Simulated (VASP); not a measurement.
NbAs: single point with PBE+D3(BJ)

NbAs:

```
Nb As
1.0
     0.00000    2.63777    2.63777
     2.63777    0.00000    2.63777
     2.63777    2.63777    0.00000
Nb As
1 1
Direct
  0.50000 0.50000 0.50000
  0.00000 0.00000 0.00000
```

```
Program                : VASP 6.6.1
Task                   : single point
Functional             : PBE
Dispersion             : D3(BJ)
Potentials or basis    : VASP PAW PBE potentials, release 64 (Nb_sv, As)
Cutoff                 : 520 eV
k mesh                 : 12 × 12 × 12
Occupations            : gaussian, width 0.05 eV
Spin                   : no spin polarisation
Dipole correction      : no
Further INCAR settings : ALGO = Normal; EDIFF = 1e-06; NBANDS = 16; ISYM = 0
```

```yaml
Pressure: -5.4 GPa
Band_gap_on_the_k_mesh: zero (band 9 reaches 10.28 eV, above the bottom of band 10 at 8.43 eV)
Dispersion_energy_per_atom: -0.603 eV
```

Levels at points of the mesh, in eV from the Fermi level:
```csv
k point,band 5,band 6,band 7,band 8,band 9,band 10,band 11,band 12,band 13,band 14
"(0.00, 0.00, 0.00)",-13.40,-1.44,-1.44,-1.44,-0.86,-0.86,-0.11,-0.11,-0.11,4.79
"(0.50, 0.00, 0.00)",-11.19,-6.85,-4.31,-4.31,0.64,0.64,1.50,3.24,6.70,6.70
"(0.00, 0.50, 0.00)",-11.19,-6.85,-4.31,-4.31,0.64,0.64,1.50,3.24,6.70,6.70
"(0.00, 0.00, 0.50)",-11.19,-6.85,-4.31,-4.31,0.64,0.64,1.50,3.24,6.70,6.70
"(0.50, 0.50, 0.50)",-11.19,-6.85,-4.31,-4.31,0.64,0.64,1.50,3.24,6.70,6.70
"(0.50, 0.50, 0.00)",-11.87,-4.87,-3.19,-1.98,-1.98,0.08,1.30,1.30,2.46,4.14
"(0.00, 0.50, 0.50)",-11.87,-4.87,-3.19,-1.98,-1.98,0.08,1.30,1.30,2.46,4.14
"(0.50, 0.00, 0.50)",-11.87,-4.87,-3.19,-1.98,-1.98,0.08,1.30,1.30,2.46,4.14
```

It took 5.8 min on 1 thread of Intel Xeon 6975P-C, on a shared host, peak memory 0.61 GiB.

Caveat: three body term missing; pairwise dispersion overbinds metals, which lowers pressure and volume.
